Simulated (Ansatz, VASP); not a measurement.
## LiH in VASP and in Ansatz

```
Li H
1.0
     0.00000    2.03250    2.03250
     2.03250    0.00000    2.03250
     2.03250    2.03250    0.00000
Li H
1 1
Direct
  0.00000 0.00000 0.00000
  0.50000 0.50000 0.50000
```

Alike in both runs: task electric field gradients; functional PBE; k mesh 6 × 6 × 6; occupations fermi-dirac, width 0.03 eV; no spin polarisation.

|  | VASP | Ansatz |
| --- | --- | --- |
| version | VASP 6.6.1 | Ansatz 0.2.0 |
| potentials or method | VASP PAW PBE potentials, release 64 (Li_sv, H) | PAW with Ansatz's default frozen-core files, scalar-relativistic |
| plane-wave cutoff (eV) | 520 | 420 |
| valence electrons in the cell | 4 | 4 |

|  | VASP | Ansatz | Ansatz less VASP |
| --- | --- | --- | --- |
| gap on the k mesh at the Fermi level (eV) | 3.01 | 3.01 | +0.007 |

The k mesh is coarse, so the values compare programs but aren't converged. Noted on VASP's run: the cutoff is short for stress, so the pressure is rough.
